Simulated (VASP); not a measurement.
Here is a VASP 6.6.1 calculation.

INCAR

```
SYSTEM = Cu
  PREC = Accurate
  ENCUT = 520
  EDIFF = 1E-6
  ISMEAR = 0
  SIGMA = 0.1
  LREAL = .False.
  LASPH = .True.
  NELM = 100
  ALGO = Normal
  ISIF = 2
  LWAVE = .False.
  LCHARG = .True.
  GGA = PE
  LELF = .True.
  LVHAR = .True.
  NBANDS = 24
```

The input KPOINTS:

```
Automatic mesh
0
Gamma
  9 9 9
  0 0 0
```

POSCAR

```
Cu
1.0
    1.2782058661      0.7379725009      6.3324418993
   -1.2782058661      0.7379725009      6.3324418993
    0.0000000000     -1.4759450018      6.3324418993
Cu
3
Direct
    0.0000000000      0.0000000000      0.0000000000
    0.2223139233      0.2223139233      0.2223139233
    0.7776860767      0.7776860767      0.7776860767
```

Potentials or basis: VASP PAW PBE potentials, release 64 (Cu).

Command:

```sh
$ cat potpaw_PBE.64/Cu/POTCAR > POTCAR
$ mpirun -np 1 vasp_std > vasp.out
```

Estimate the pressure.

0.7 GPa.
